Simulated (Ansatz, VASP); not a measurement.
## TaS2: VASP beside Ansatz

File INCAR:

```
  PREC = Accurate
  ENCUT = 400
  EDIFF = 1E-8
  ISMEAR = -1
  SIGMA = 0.03
  LREAL = F
  LASPH = T
  NELM = 120
  ALGO = Normal
  ISIF = 2
  LWAVE = F
  LCHARG = F
  LEFG = T
  NBANDS = 18
  GGA_COMPAT = F
```

KPOINTS

```
Automatic mesh
0
Gamma
  9 9 5
```

Contents of POSCAR:

```
TaS2
1.0
    3.3500021206      0.0000000000      0.0000000000
   -1.6750010603      2.9011869392      0.0000000000
    0.0000000000      0.0000000000      5.8600000000
Ta S
1 2
Direct
    0.0000000000      0.0000000000      0.0000000000
    0.3333333333      0.6666666667      0.2500000000
    0.6666666667      0.3333333333      0.7500000000
```

Input for Ansatz:

```yaml
crystal:
  lattice:
    - [3.3500021206, 0.0, 0.0]
    - [-1.6750010603, 2.9011869392, 0.0]
    - [0.0, 0.0, 5.86]
  atoms:
    - { symbol: Ta, position: [0.0, 0.0, 0.0] }
    - { symbol: S, position: [0.3333333333, 0.6666666667, 0.25] }
    - { symbol: S, position: [0.6666666667, 0.3333333333, 0.75] }
kpoints:
  mp_grid: { grid: [9, 9, 5] }
  band_path:
    path:
      - [0.0, 0.0, 0.0]
      - [0.5, 0.0, 0.0]
      - [0.3333333333, 0.3333333333, 0.0]
      - [0.0, 0.0, 0.0]
      - [0.0, 0.0, 0.5]
      - [0.5, 0.0, 0.5]
      - [0.3333333333, 0.3333333333, 0.5]
      - [0.0, 0.0, 0.5]
      - [0.5, 0.0, 0.5]
    npoints: 8
scf:
  occupations: { method: fermi_dirac, width: 0.03 }
hamiltonian:
  xc: lda
  pseudopotentials: { kind: all_electron, datasets: crystal }
output:
  forces: true
  stress: true
  eigenvalues: true
  efg: { contact_densities: true }
```

Alike in both runs: task electric field gradients; functional LDA; k mesh 9 × 9 × 5; occupations fermi-dirac, width 0.03 eV; no spin polarisation.

```csv
,VASP,Ansatz
version,VASP 6.6.1,Ansatz 0.2.0
potentials or method,"VASP PAW LDA potentials, release 64 (Ta_pv, S), cutoff 400 eV","all-electron PAW with datasets made for the crystal, scalar-relativistic"
```

```csv
,VASP,Ansatz,Ansatz less VASP
pressure (GPa),1.7,1.4,-0.36
"traceless stress, the component that is largest in VASP (GPa)",3.43,3.39,-0.039
rms of the force components (eV/Å),0.392,0.365,-0.0263
size of Vzz on the site where it differs most (V/Å²),146.6,177.8,+31.17
```

LDA's correlation is that of Perdew and Zunger in VASP and of Perdew and Wang (1992) in Ansatz. Atom by atom the forces differ by 0.026 eV/Å (rms over components). Ansatz ran all-electron here, and VASP with PAW potentials.

Neither program's run includes spin-orbit coupling.
